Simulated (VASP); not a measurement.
Write the native input for VASP 6.6.1 that does the following.

| Item | Value |
| --- | --- |
| Task | single point |
| Functional | PBE |
| Potentials or basis | VASP PAW PBE potentials, release 64 (B, N) |
| Cutoff | 520 eV |
| k mesh | 6 × 6 × 6 |
| Occupations | gaussian, width 0.01 eV |
| Spin | no spin polarisation |
| Dipole correction | no |
| Further INCAR settings | ALGO = Normal; EDIFF = 1e-06; NBANDS = 11 |

The structure of BN lies in POSCAR:

```
BN
1.0
    0.0000000000      1.8589702290      1.7813838459
    1.8589702290      0.0000000000      1.7813838459
    1.8589702290      1.8589702290      0.0000000000
B N
1 1
Direct
    0.0000000000      0.0000000000      0.0000000000
    0.2500000000      0.2500000000      0.2500000000
```

This cell differs from its parent crystal: epitaxial xy strain +3.0%.

These files were run (other wordings do the same):

INCAR

```
PREC     = Accurate       # precision mode
ENCUT    = 520            # plane-wave cutoff, eV
EDIFF    = 1E-6           # SCF threshold, eV
ISMEAR   = 0              # smearing method
SIGMA    = 0.01           # smearing width, eV
LREAL    = False          # projectors in reciprocal space
LASPH    = True           # aspherical terms in the spheres
NELM     = 60             # most SCF steps
ALGO     = Normal         # electronic algorithm
ISIF     = 2              # what is computed and relaxed
LWAVE    = False          # write WAVECAR
LCHARG   = False          # write CHGCAR
GGA      = PE             # functional
NBANDS   = 11             # bands
```

KPOINTS

```
regular mesh
0
Gamma
  6 6 6
```

Potentials or basis: VASP PAW PBE potentials, release 64 (B, N).

The run is started by

```sh
$ cat potpaw_PBE.64/B/POTCAR potpaw_PBE.64/N/POTCAR > POTCAR
$ mpirun -np 1 vasp_std > vasp.out
```

Results of the run:

```json
{
  "Pressure": "-11.6 GPa",
  "Band gap on the k mesh": "3.71 eV, indirect (least direct gap 8.18 eV)"
}
```

Caveat: the k points lie up to 0.50 Å⁻¹ apart; the cell differs from its parent crystal (epitaxial xy strain +3.0%).

Wall time 3 s on 1 thread of Intel(R) Xeon(R) Platinum 8488C (Sapphire Rapids), on a shared host, peak memory 0.12 GiB.
